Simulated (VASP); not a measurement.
# Cl2 in VASP: single point with PBEsol

Aim: the single point of Cl2 with PBEsol.

All numbers are computed with VASP 6.6.1; they aren't measurements. Logs are shortened: lines on timing, memory, paths and dates and some standing lists are left out, and cuts for length are marked.

## Step 1: The cell of the first run

The cell holds a molecule in a box, 2 atoms: a = 10.000 Å, b = 10.500 Å, c = 11.000 Å, α = 90.00°, β = 90.00°, γ = 90.00°.

## Step 2: Single point, PBEsol

Input file INCAR:

```
PREC = Accurate
ENCUT = 400
EDIFF = 1E-6
ISMEAR = 0
SIGMA = 0.01
LREAL = False
LASPH = True
NELM = 120
ALGO = Normal
ISIF = 2
LWAVE = False
LCHARG = True
GGA = PS
LELF = True
LVHAR = True
NBANDS = 14
GGA_COMPAT = False
NELMDL = -8
```

Input file KPOINTS:

```
Automatic mesh
0
Gamma
  1 1 1
```

Input file POSCAR:

```
Cl
1.0
   10.0000000000      0.0000000000      0.0000000000
    0.0000000000     10.5000000000      0.0000000000
    0.0000000000      0.0000000000     11.0000000000
Cl
2
Direct
    0.5000000000      0.5000000000      0.4096093285
    0.5000000000      0.5000000000      0.5903906715
```

Potentials or basis: VASP PAW PBE potentials, release 64 (Cl).

On the command line:

```console
$ cat potpaw_PBE.64/Cl/POTCAR > POTCAR
$ mpirun -np 1 vasp_gam > vasp.out
```

OUTCAR:

```text
PREC = Accurate
   ENCUT = 400
   EDIFF = 1E-6
   ISMEAR = 0
   LREAL = False
   LASPH = True
   NELM = 120
   ISIF = 2
   GGA = PS
   NELMDL = -8

 ion  position               nearest neighbor table
   1  0.500  0.500  0.410-   2 1.99
   2  0.500  0.500  0.590-   1 1.99

  LATTYP: Found a simple orthorhombic cell.
 ALAT       =    10.0000000000
 B/A-ratio  =     1.0500000000
 C/A-ratio  =     1.1000000000

  Lattice vectors:

 A1 = (  10.0000000000,   0.0000000000,   0.0000000000)
 A2 = (   0.0000000000,  10.5000000000,   0.0000000000)
 A3 = (   0.0000000000,   0.0000000000,  11.0000000000)

Analysis of symmetry for initial positions (statically):
=====================================================================
 Subroutine PRICEL returns:
 Original cell was already a primitive cell.

 Routine SETGRP: Setting up the symmetry group for a
 simple orthorhombic supercell.

 Subroutine GETGRP returns: Found  8 space group operations
 (whereof  8 operations were pure point group operations)
 out of a pool of  8 trial point group operations.

The static configuration has the point symmetry D_2h.

Analysis of symmetry for dynamics (positions and initial velocities):
=====================================================================
 Subroutine PRICEL returns:
 Original cell was already a primitive cell.

 Routine SETGRP: Setting up the symmetry group for a
 simple orthorhombic supercell.

 Subroutine GETGRP returns: Found  8 space group operations
 (whereof  8 operations were pure point group operations)
 out of a pool of  8 trial point group operations.

The dynamic configuration has the point symmetry D_2h.

 Subroutine INISYM returns: Found  8 space group operations
 (whereof  8 operations are pure point group operations),
 and found     1 'primitive' translations

----------------------------------------------------------------------------------------

                                     Primitive cell

  volume of cell :    1155.0000

  direct lattice vectors                    reciprocal lattice vectors
    10.000000000  0.000000000  0.000000000     0.100000000  0.000000000  0.000000000
     0.000000000 10.500000000  0.000000000     0.000000000  0.095238095  0.000000000
     0.000000000  0.000000000 11.000000000     0.000000000  0.000000000  0.090909091

  length of vectors
    10.000000000 10.500000000 11.000000000     0.100000000  0.095238095  0.090909091

  position of ions in fractional coordinates (direct lattice)
     0.500000000  0.500000000  0.409609328
     0.500000000  0.500000000  0.590390672

  ion indices of the primitive-cell ions
   primitive index   ion index
                 1           1
                 2           2

----------------------------------------------------------------------------------------

 KPOINTS: Automatic mesh

Automatic generation of k-mesh.
 Grid dimensions read from file:
 generate k-points for:    1    1    1

 Generating k-lattice:

  Cartesian coordinates                     Fractional coordinates (reciprocal lattice)
     0.100000000  0.000000000  0.000000000     1.000000000  0.000000000  0.000000000
     0.000000000  0.095238095  0.000000000     0.000000000  1.000000000  0.000000000
     0.000000000  0.000000000  0.090909091     0.000000000  0.000000000  1.000000000

  Length of vectors
     0.100000000  0.095238095  0.090909091

  Shift w.r.t. Gamma in fractional coordinates (k-lattice)
     0.000000000  0.000000000  0.000000000

 Subroutine IBZKPT returns following result:
 ===========================================

 Found      1 irreducible k-points:

 Following reciprocal coordinates:
            Coordinates               Weight
  0.000000  0.000000  0.000000      1.000000
   k-points           NKPTS =      1   k-points in BZ     NKDIM =      1   number of bands    NBANDS=     14
   number of dos      NEDOS =    301   number of ions     NIONS =      2
   total plane-waves  NPLWV = 352800
   dimension x,y,z NGX =    70 NGY =   70 NGZ =   72
   dimension x,y,z NGXF=   140 NGYF=  140 NGZF=  144
   ions per type =               2
   NGX,Y,Z   is equivalent  to a cutoff of  11.64, 11.08, 10.88 a.u.
   NGXF,Y,Z  is equivalent  to a cutoff of  23.27, 22.17, 21.76 a.u.
 SYSTEM =  unknown system
   PREC   = accura    normal or accurate (medium, high low for compatibility)
   ISTART =      0    job   : 0-new  1-cont  2-samecut
   ICHARG =      2    charge: 1-file 2-atom 10-const
   ISPIN  =      1    spin polarized calculation?
   LNONCOLLINEAR =      F non collinear calculations
   LSORBIT =      F    spin-orbit coupling
   LASPH  =      T    aspherical Exc in radial PAW
   ENCUT  =  400.0 eV  29.40 Ry    5.42 a.u.  16.31 17.12 17.94*2*pi/ulx,y,z
   NELM   =    120;   NELMIN=  2; NELMDL= -8     # of ELM steps
   EDIFF  = 0.1E-05   stopping-criterion for ELM
   LREAL  =      F    real-space projection
   EDIFFG = 0.1E-04   stopping-criterion for IOM
   NSW    =      0    number of steps for IOM
   IBRION =     -1    ionic relax: 0-MD 1-quasi-New 2-CG
   NFREE  =      0    steps in history (QN), initial steepest desc. (CG)
   ISIF   =      2    stress and relaxation
   ISYM   =      2    0-nonsym 1-usesym 2-fastsym
   POTIM  = 0.5000    time-step for ionic-motion
   TEBEG  =    0.0;   TEEND  =   0.0 temperature during run
   PSTRESS=    0.0 pullay stress
   NELECT =      14.0000    total number of electrons
   NUPDOWN=      -1.0000    fix difference up-down
   EMIN   =  10.00;   EMAX   =-10.00  energy-range for DOS
   EFERMI =   0.00;   METHOD = LEGACY
   ISMEAR =     0;   SIGMA  =   0.01  broadening in eV -4-tet -1-fermi 0-gaus
   EFERMI_NEDOS =   21; number of points for ismear=-14 and -15
   IALGO  =     38    algorithm
   IMIX   =      4    mixing-type and parameters
     AMIX     =   0.40;   BMIX     =  1.00
     AMIX_MAG =   1.60;   BMIX_MAG =  1.00
  volume/ion in A,a.u.               =     577.50      3897.16
  Fermi-wavevector in a.u.,A,eV,Ry     =   0.376060  0.710650  1.924149  0.141421
  Thomas-Fermi vector in A             =   1.307622
   LORBIT       =      0    0 simple, 1 ext, 2 COOP (PROOUT), +10 PAW based schemes
   GGA     = PS    functional components
   LHFCALC =     F    Hartree Fock is set to
   AEXX    =    0.0000 exact exchange contribution
   IVDW    =     0    specifies the selected vdW correction
   LEPSILON=     F    determine dielectric tensor
   LRPA    =     F    only Hartree local field effects (RPA)
 non-spin polarized calculation
 Gauss-broadening in eV      SIGMA  =   0.01
  energy-cutoff  :      400.00
  volume of cell :     1155.00
 maximum number of plane-waves:     10477
 NGX is ok and might be reduce to    70
   NGX = 33   NGY = 35   NGZ = 35

 number of electron      13.9999993 magnetization

 Free energy of the ion-electron system (eV)
  ---------------------------------------------------
  ext. energy  EPLUGINS =         0.00000000
  ---------------------------------------------------
  free energy    TOTEN  =        -3.84539257 eV

  energy without entropy =       -3.84539257  energy(sigma->0) =       -3.84539257

 E-fermi :  -6.8834     XC(G=0):  -0.8033

 val. band max:       -6.9349614526   @ k =   0.0000   0.0000   0.0000
 cond. band min:      -3.8706798305   @ k =   0.0000   0.0000   0.0000
 fundamental gap:      3.0642816221
 Fermi energy:        -6.8834266386

 k-point     1 :       0.0000    0.0000    0.0000
  band No.  band energies     occupation
      1     -23.2225      2.00000
      2     -18.8969      2.00000
      3     -11.6585      2.00000
      4      -9.6503      2.00000
      5      -9.6502      2.00000
      6      -6.9350      2.00000
      7      -6.9350      2.00000
      8      -3.8707      0.00000
      9      -0.2577      0.00000
     10       0.9358      0.00000
     11       1.0415      0.00000
     12       1.1422      0.00000
     13       1.2617      0.00000
     14       1.2800      0.00000

------------------------ aborting loop because EDIFF is reached ----------------------------------------

  FORCE on cell =-STRESS in cart. coord.  units (eV):
  Direction    XX          YY          ZZ          XY          YZ          ZX
  --------------------------------------------------------------------------------------
  -------------------------------------------------------------------------------------
  Total       -0.0154107     -0.0171915     -0.3553798      0.0000000      0.0000000      0.0000000
  in kB       -0.0213772     -0.0238475     -0.4929710      0.0000000      0.0000000      0.0000000
  external PRESSURE =      -0.1793986 kB  Pullay stress =       0.0000000 kB

 VOLUME and BASIS-vectors are now :
 -----------------------------------------------------------------------------
  energy-cutoff  :      400.00
  volume of cell :     1155.00
      direct lattice vectors                 reciprocal lattice vectors
    10.000000000  0.000000000  0.000000000     0.100000000  0.000000000  0.000000000
     0.000000000 10.500000000  0.000000000     0.000000000  0.095238095  0.000000000
     0.000000000  0.000000000 11.000000000     0.000000000  0.000000000  0.090909091

 POSITION                                       TOTAL-FORCE (eV/Angst)
 -----------------------------------------------------------------------------------
      5.00000      5.25000      4.50570         0.000000      0.000000      0.167168
      5.00000      5.25000      6.49430         0.000000      0.000000     -0.167168
 -----------------------------------------------------------------------------------
    total drift:                                0.000000      0.000000      0.000000

  FREE ENERGIE OF THE ION-ELECTRON SYSTEM (eV)
  ---------------------------------------------------
  free  energy   TOTEN  =        -3.8453925695 eV

  energy  without entropy=       -3.8453925695  energy(sigma->0) =       -3.84539257
```

Wall time 38 s (1 thread of Intel Xeon Platinum 8488C (Sapphire Rapids), shared host); peak memory 0.65 GiB.

What came out:

```
Free energy                     : -3.8454 eV
Largest force                   : 0.167 eV/Å
Gap between the frontier levels : 3.06 eV
```

Forces on the atoms (eV/Å):
```
Cl   0.000  0.000  0.167
Cl   0.000  0.000 -0.167
```

Caveat: the PAW data sets were made with another functional, which shifts forces and pressure a little.
